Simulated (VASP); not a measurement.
Write the native input for VASP 6.6.1 that does the following.

* Task: single point
* Functional: PBE
* Potentials or basis: VASP PAW PBE potentials, release 64 (Hf_pv, Al, N)
* Cutoff: 600 eV
* k mesh: 12 × 12 × 6
* Occupations: gaussian, width 0.1 eV
* Spin: no spin polarisation
* Dipole correction: no
* Further INCAR settings: ALGO = Normal; EDIFF = 1e-06; NBANDS = 28

The structure of Hf2AlN3 lies in POSCAR:

```
Hf2AlN3
1.0
    3.1090610573      0.0000000000      0.0000000000
   -1.5545305287      2.6925258576      0.0000000000
    0.0000000000      0.0000000000      7.7407508459
Hf Al N
2 1 3
Direct
    0.3333333333      0.6666666667      0.6668134713
    0.6666666667      0.3333333333      0.3331865287
    0.0000000000      0.0000000000      0.0000000000
    0.6666666667      0.3333333333      0.8549775922
    0.0000000000      0.0000000000      0.5000000000
    0.3333333333      0.6666666667      0.1450224078
```

These files were run (other wordings do the same):

INCAR

```
ALGO     = Normal         # electronic algorithm
EDIFF    = 1E-6           # SCF threshold, eV
ENCUT    = 600            # plane-wave cutoff, eV
GGA      = PE             # functional
GGA_COMPAT= F            
ISIF     = 2              # what is computed and relaxed
ISMEAR   = 0              # smearing method
LASPH    = T              # aspherical terms in the spheres
LCHARG   = F              # write CHGCAR
LREAL    = F              # projectors in reciprocal space
LWAVE    = F              # write WAVECAR
NBANDS   = 28             # bands
NELM     = 120            # most SCF steps
PREC     = Accurate       # precision mode
SIGMA    = 0.1            # smearing width, eV
```

KPOINTS

```
k-points
0
Gamma
  12 12 6
```

Potentials or basis: VASP PAW PBE potentials, release 64 (Hf_pv, Al, N).

Run with:

```bash
$ cat potpaw_PBE.64/Hf_pv/POTCAR potpaw_PBE.64/Al/POTCAR potpaw_PBE.64/N/POTCAR > POTCAR
$ mpirun -np 1 vasp_std > vasp.out
```

It gave:

| Item | Value |
| --- | --- |
| Pressure | -1.9 GPa |
| Largest force | 0.098 eV/Å |
| Band gap on the k mesh | zero (bands 19 and 20 overlap by 1.61 eV) |

Caveat: spin-orbit coupling is left out, which moves the levels of the heavy elements.

It took 5.7 min on 1 thread of Intel Xeon 8259CL, on a shared host, peak memory 0.36 GiB.
